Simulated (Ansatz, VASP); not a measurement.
## Al6H in VASP and in Ansatz

File INCAR:

```
SYSTEM = Al6H
PREC     = Accurate       ! precision mode
ENCUT    = 520            ! plane-wave cutoff, eV
EDIFF    = 1E-6           ! SCF threshold, eV
ISMEAR   = 0              ! smearing method
SIGMA    = 0.1            ! smearing width, eV
LREAL    = .False.        ! projectors in reciprocal space
LASPH    = .True.         ! aspherical terms in the spheres
NELM     = 60             ! most SCF steps
ALGO     = Normal         ! electronic algorithm
ISIF     = 2              ! what is computed and relaxed
LWAVE    = .False.        ! write WAVECAR
LCHARG   = .False.        ! write CHGCAR
LDIPOL   = .True.       
IDIPOL   = 3            
DIPOL    = 0.5 0.5 0.307
GGA      = PE             ! functional
NBANDS   = 32             ! bands
```

KPOINTS

```
Automatic mesh
0
Gamma
  5 5 1
  0 0 0
```

File POSCAR:

```
Al6H
1.0
    5.7135165837      0.0000000000      0.0000000000
    0.0000000000      5.7135165837      0.0000000000
    0.0000000000      0.0000000000     22.1746954375
Al H
12 2
Direct
    0.2500000000      0.2500000000      0.1803857921
    0.2500000000      0.7500000000      0.1803857921
    0.7500000000      0.2500000000      0.1803857921
    0.7500000000      0.7500000000      0.1803857921
    0.0000000000      0.0000000000      0.2744050924
    0.0000000000      0.5000000000      0.2744050924
    0.5000000000      0.0000000000      0.2744050924
    0.5000000000      0.5000000000      0.2744050924
    0.2500000000      0.2500000000      0.3686497278
    0.2500000000      0.7500000000      0.3686497278
    0.7500000000      0.2500000000      0.3686497278
    0.7500000000      0.7500000000      0.3686497278
    0.0000000000     -0.0804233248      0.5039390719
    0.0000000000      0.0804233248      0.5039390719
```

Input for Ansatz:

```yaml
crystal:
  lattice:
    - [5.7135165837, 0.0, 0.0]
    - [0.0, 5.7135165837, 0.0]
    - [0.0, 0.0, 22.1746954375]
  atoms:
    - { symbol: Al, position: [0.25, 0.25, 0.1803857921] }
    - { symbol: Al, position: [0.25, 0.75, 0.1803857921] }
    - { symbol: Al, position: [0.75, 0.25, 0.1803857921] }
    - { symbol: Al, position: [0.75, 0.75, 0.1803857921] }
    - { symbol: Al, position: [0.0, 0.0, 0.2744050924] }
    - { symbol: Al, position: [0.0, 0.5, 0.2744050924] }
    - { symbol: Al, position: [0.5, 0.0, 0.2744050924] }
    - { symbol: Al, position: [0.5, 0.5, 0.2744050924] }
    - { symbol: Al, position: [0.25, 0.25, 0.3686497278] }
    - { symbol: Al, position: [0.25, 0.75, 0.3686497278] }
    - { symbol: Al, position: [0.75, 0.25, 0.3686497278] }
    - { symbol: Al, position: [0.75, 0.75, 0.3686497278] }
    - { symbol: H, position: [0.0, -0.0804233248, 0.5039390719] }
    - { symbol: H, position: [0.0, 0.0804233248, 0.5039390719] }
basis:
  ecutwfc: 420
kpoints:
  mp_grid: { grid: [5, 5, 1] }
hamiltonian:
  xc: pbe
  pseudopotentials: { kind: paw, azcp: { folder: soft_1 } }
scf:
  occupations: { method: gaussian, width: 0.1 }
output:
  forces: true
  eigenvalues: true
efield:
  axis: 3
  dipole_correction: true
  ramp_width: 0.04
```

Alike in both runs: task single point; functional PBE; k mesh 5 × 5 × 1; occupations gaussian, width 0.1 eV; no spin polarisation.

```csv
,VASP,Ansatz
version,VASP 6.6.1,Ansatz 0.2.0
potentials or method,"VASP PAW PBE potentials, release 64 (Al, H), cutoff 520 eV","scalar-relativistic, plane waves, PAW"
valence electrons in the cell,38,38
```

```tsv
	VASP	Ansatz	Ansatz less VASP
gap on the k mesh at the Fermi level (eV)	none	none	-
rms of the force components (eV/Å)	0.758	0.758	0.0000
```

Atom by atom the forces differ by 0.001 eV/Å (rms over components). A gap of «none» marks a metal or a gap that the smearing closes.
